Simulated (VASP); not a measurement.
Write the native input for VASP 6.6.1 that does the following.

```yaml
Task: relaxation of shape and atoms at fixed volume
Functional: PBE
Potentials_or_basis: VASP PAW PBE potentials, release 64 (As)
Cutoff: 600 eV
k_mesh: 16 × 16 × 9
Occupations: fermi-dirac, width 0.1 eV
Spin: no spin polarisation
Dipole_correction: no
Further_INCAR_settings: ALGO = Normal; EDIFF = 1e-06; IBRION = 2; EDIFFG = -0.005; NSW = 50; ISIF = 4
```

The structure of As lies in POSCAR:

```
As
1.0
    2.2328466404      0.0000000000      0.0000000000
   -1.1164233202      1.9337019134      0.0000000000
    0.0000000000      0.0000000000      3.8636479287
As
2
Direct
    0.3333333333      0.6666666667      0.2500000000
    0.6666666667      0.3333333333      0.7500000000
```

This isn't the form of As at room conditions, which is rhombohedral.

The input as run:

INCAR

```
PREC = Accurate
ENCUT = 600
EDIFF = 1E-6
ISMEAR = -1
SIGMA = 0.1
LREAL = False
LASPH = True
NELM = 80
ALGO = Normal
ISIF = 4
LWAVE = False
LCHARG = False
GGA = PE
IBRION = 2
NSW = 50
EDIFFG = -0.005
```

KPOINTS

```
regular mesh
0
Gamma
  16 16 9
```

Potentials or basis: VASP PAW PBE potentials, release 64 (As).

Command:

```sh
$ cat potpaw_PBE.64/As/POTCAR > POTCAR
$ mpirun -np 1 vasp_std > vasp.out
```

Results of the run:

```yaml
Energy_gained_by_relaxing: 103.9 meV/atom
Ionic_steps: 16
Pressure_after_relaxing: 423.9 GPa
Band_gap_on_the_k_mesh: zero (bands 5 and 6 overlap by 19.70 eV)
```

Run time: 110 s on 1 thread of Intel Xeon 8259CL, with other jobs on the host, peak memory 0.15 GiB.
